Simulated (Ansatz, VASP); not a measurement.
# RbBr: VASP beside Ansatz

```
Rb Br
1.0
     0.08074    3.95024    3.95024
     3.95024    0.08074    3.95024
     3.95024    3.95024    0.08074
Rb Br
1 1
Cartesian
  0.0182 0.0182 0.0182
  1.9771 1.9771 1.9771
```

Change from the starting cell: shear_111 strain +3.1%.

Alike in both runs: task single point; functional r2SCAN; k mesh 6 × 6 × 6; no spin polarisation.

```csv
,VASP,Ansatz
version,VASP 6.6.1,Ansatz 0.2.0
potentials or method,"VASP PAW PBE potentials, release 64 (Rb_sv, Br)","plane waves, PAW"
plane-wave cutoff (eV),520,500
occupations,"gaussian, width 0.01 eV",fixed
valence electrons in the cell,16,16
```

|  | VASP | Ansatz | Ansatz less VASP |
| --- | --- | --- | --- |
| gap on the k mesh at the Fermi level (eV) | 4.60 | 4.60 | 0.000 |
| pressure (GPa) | -0.2 | -0.3 | -0.01 |

VASP's potentials were made for PBE, not for r2SCAN.
